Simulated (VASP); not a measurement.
Input of a VASP 6.6.1 run:

File INCAR:

```
SYSTEM = Si3C
PREC = Accurate ; ENCUT = 520
EDIFF = 1E-6 ; ISMEAR = -1
SIGMA = 0.05 ; LREAL = Auto
LASPH = .TRUE. ; NELM = 100
ALGO = Normal ; ISIF = 2
LWAVE = .FALSE. ; LCHARG = .FALSE.
GGA = PS ; NBANDS = 46
```

The input KPOINTS:

```
Automatic mesh
0
Gamma
  2 2 2
  0.5 0.5 0.5
```

File POSCAR:

```
Si3C
1.0
    9.9260860000      0.0000000000      0.0000000000
    0.0000000000      4.9630430000      0.0000000000
    0.0000000000      0.0000000000      4.9630430000
C Si
4 12
Direct
    0.0008060000      0.9979920000      0.0062970000
    0.1267030000      0.2492070000      0.2435480000
    0.2514410000      0.4927230000      0.9985520000
    0.3765960000      0.7468860000      0.2478150000
    0.5018640000      0.0018550000      0.9996030000
    0.6251850000      0.2519110000      0.2540450000
    0.7534630000      0.4908680000      0.9953620000
    0.8746880000      0.7532940000      0.2452160000
    0.2471680000      0.9987650000      0.4960950000
    0.7497660000      0.0066420000      0.5003310000
    0.3725620000      0.2608300000      0.7494140000
    0.8765770000      0.2523490000      0.7503420000
    0.9994300000      0.4915200000      0.5013780000
    0.5005910000      0.4942450000      0.4987140000
    0.1237420000      0.7474380000      0.7490330000
    0.6261000000      0.7537490000      0.7553770000
```

Potentials or basis: VASP PAW PBE potentials, release 64 (C, Si).

Launch:

```bash
$ cat potpaw_PBE.64/C/POTCAR potpaw_PBE.64/Si/POTCAR > POTCAR
$ mpirun -np 1 vasp_std > vasp.out
```

Q: What does it give for the largest force?

A: 5.552 eV/Å.

Q: Predict the band gap on the k mesh.

A: 0.98 eV, indirect (least direct gap 1.04 eV).

Q: Predict the pressure.

A: 9.9 GPa.

Forces in eV/Å, atoms in the order of the input:
```
C    0.460  0.443 -0.215
C    0.065 -0.272 -0.465
C   -0.471  0.444  0.645
C   -0.435 -0.272 -0.045
Si  -3.567 -2.177  2.360
Si   0.047 -0.097 -0.640
Si  -0.674  1.023  0.538
Si   2.937  2.345 -1.804
Si   0.549  0.313 -5.136
Si   0.448 -0.848  0.292
Si  -2.786  1.248  2.958
Si   2.993 -3.933  2.530
Si   2.848 -1.510 -3.606
Si  -2.578  4.063 -2.104
Si   0.127 -0.007  5.519
Si   0.037 -0.763 -0.826
```

Caveat: the k points lie up to 0.63 Å⁻¹ apart; the PAW data sets were made with another functional, which shifts forces and pressure a little. A hybrid or GW would open this gap; PBEsol tends to underestimate it.
